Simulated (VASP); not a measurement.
Here is a VASP 6.6.1 calculation.

POSCAR

```
CuF
1.0
    2.4710065500      0.0000000000      0.0000000000
    0.0000000000      2.4710065500      0.0000000000
    0.0000000000      0.0000000000      3.4165013900
Cu F
1 1
Direct
    0.0000000000      0.0000000000      0.0000000000
    0.5000000000      0.5000000000      0.5000000000
```

The input INCAR.step1:

```
ALGO = Normal ; EDIFF = 1E-5
ENCUT = 520 ; GGA = PE
ISIF = 2 ; ISMEAR = -1
LASPH = T ; LREAL = F
LWAVE = T ; NBANDS = 16
NELM = 80 ; PREC = Accurate
SIGMA = 0.05
```

The input INCAR.step2:

```
AEXX = 0.25 ; ALGO = Normal
EDIFF = 1E-6 ; ENCUT = 520
GGA = PS ; ISIF = 2
ISMEAR = -1 ; ISTART = 1
LASPH = T ; LCHARG = T
LELF = T ; LHFCALC = T
LREAL = F ; LVHAR = T
LWAVE = F ; NBANDS = 16
NELM = 80 ; PREC = Accurate
PRECFOCK = Normal ; SIGMA = 0.05
```

KPOINTS

```
k-points
0
Gamma
  6 6 4
```

Potentials or basis: VASP PAW PBE potentials, release 64 (Cu, F).

The run is started by

```sh
$ cat potpaw_PBE.64/Cu/POTCAR potpaw_PBE.64/F/POTCAR > POTCAR
$ cp INCAR.step1 INCAR
$ mpirun -np 1 vasp_std > vasp.out
$ cp INCAR.step2 INCAR
$ mpirun -np 1 vasp_std > vasp.out
```

(1) Estimate the pressure.

(2) Estimate the band gap on the k mesh.

Answers

(1) -5.0 GPa.

(2) 1.12 eV (least direct gap 1.92 eV).

Caveat: the k points lie up to 0.46 Å⁻¹ apart; the PAW data sets were made with another functional, which shifts forces and pressure a little.
